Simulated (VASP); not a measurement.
Bi: single point with r2SCAN+rVV10

Bi:

```
Bi
1.0
    -1.88774    1.88774    1.88774
     1.88774   -1.88774    1.88774
     1.88774    1.88774   -1.88774
Bi
1
Direct
  0.00000 0.00000 0.00000
```

```
Program             : VASP 6.6.1
Task                : single point
Functional          : r2SCAN
Dispersion          : rVV10
Potentials or basis : VASP PAW PBE potentials, release 64 (Bi_d)
Cutoff              : 520 eV
k mesh              : 16 × 16 × 16
Occupations         : gaussian, width 0.1 eV
Spin                : no spin polarisation
```

```
Pressure : 10.3 GPa
```

Levels at points of the mesh, in eV from the Fermi level:
| k point | band 4 | band 5 | band 6 | band 7 | band 8 | band 9 | band 10 | band 11 |
| --- | --- | --- | --- | --- | --- | --- | --- | --- |
| (0.00, 0.00, 0.00) | -23.63 | -23.63 | -15.26 | 6.57 | 6.57 | 6.57 | 11.26 | 11.26 |
| (0.50, 0.00, 0.00) | -23.65 | -23.49 | -11.06 | -6.24 | 1.90 | 4.16 | 7.17 | 8.42 |
| (0.50, 0.50, 0.50) | -23.52 | -23.52 | -7.97 | -2.32 | -2.32 | -2.32 | 3.85 | 3.85 |

It took 3.3 min on 1 thread of AMD EPYC 7R43 64-Core Processor (Zen 3), with other jobs on the host, peak memory 0.22 GiB.

Caveat: the PAW data sets were made with another functional, which shifts forces and pressure a little; spin-orbit coupling is left out, which moves the levels of the heavy elements.
